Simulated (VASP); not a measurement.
Here is a VASP 6.6.1 calculation.

Contents of INCAR:

```
SYSTEM = MgO
PREC = Accurate ; ENCUT = 520
EDIFF = 1E-7 ; ISMEAR = 0
SIGMA = 0.05 ; LREAL = .False.
LASPH = .True. ; NELM = 60
ALGO = Normal ; ISIF = 2
LWAVE = .False. ; LCHARG = .True.
GGA = PS ; LELF = .True.
LVHAR = .True. ; NBANDS = 16
```

KPOINTS

```
Automatic mesh
0
Gamma
  9 9 6
  0 0 0
```

The input POSCAR:

```
MgO
1.0
    3.3120589696      0.0000000000      0.0000000000
   -1.6560294848      2.8683272065      0.0000000000
    0.0000000000      0.0000000000      4.3869432810
Mg O
2 2
Direct
    0.6666666667      0.3333333333      0.7500000000
    0.3333333333      0.6666666667      0.2500000000
    0.6666666667      0.3333333333      0.2500000000
    0.3333333333      0.6666666667      0.7500000000
```

Potentials or basis: VASP PAW PBE potentials, release 64 (Mg, O).

Run with:

```sh
$ cat potpaw_PBE.64/Mg/POTCAR potpaw_PBE.64/O/POTCAR > POTCAR
$ mpirun -np 1 vasp_std > vasp.out
```

Problem. Estimate the pressure.

Solution. 11.3 GPa.

Problem. Predict the band gap on the k mesh.

Solution. 3.51 eV, direct.

Stress tensor (GPa, compression positive):
```
18.12  0.00  0.00
 0.00 18.12  0.00
 0.00  0.00 -2.47
```

Caveat: the cell differs from its parent crystal (strain -0.050 along x and y, +0.050 along z); the PAW data sets were made with another functional, which shifts forces and pressure a little.
